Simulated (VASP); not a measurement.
GaN, 2 atoms in the cell. It takes space group Fm-3m (No. 225, cubic). Conventional cell: a = 4.270 Å, b = 4.270 Å, c = 4.270 Å, α = 90.00°, β = 90.00°, γ = 90.00°. Within 2.8 Å of Ga (site symmetry m-3m) lie 6 N at 2.14 Å. Within 2.8 Å of N (site symmetry m-3m) lie 6 Ga at 2.14 Å. 

```yaml
Program: VASP 6.6.1
Task: single point
Functional: LDA
Potentials_or_basis: VASP PAW LDA potentials, release 64 (Ga_d, N_h)
Cutoff: 1330 eV
k_mesh: 8 × 8 × 8
Occupations: fermi-dirac, width 0.05 eV
Spin: no spin polarisation
Dipole_correction: no
Further_INCAR_settings: ALGO = Normal; EDIFF = 1e-06; NBANDS = 16
```

Potentials or basis: VASP PAW LDA potentials, release 64 (Ga_d, N_h).

Run with:

```bash
$ cat potpaw_LDA.64/Ga_d/POTCAR potpaw_LDA.64/N_h/POTCAR > POTCAR
$ mpirun -np 1 vasp_std > vasp.out
```

Hardware: 1 thread of Intel(R) Xeon(R) Platinum 8259CL CPU @ 2.50GHz (Skylake/Cascade Lake), with other jobs on the host.

How long does it take, and how much memory?

It took 21 s on 1 thread of Intel(R) Xeon(R) Platinum 8259CL CPU @ 2.50GHz (Skylake/Cascade Lake), on a shared host, peak memory 0.19 GiB. Counts: scf iterations 12, k points 29.
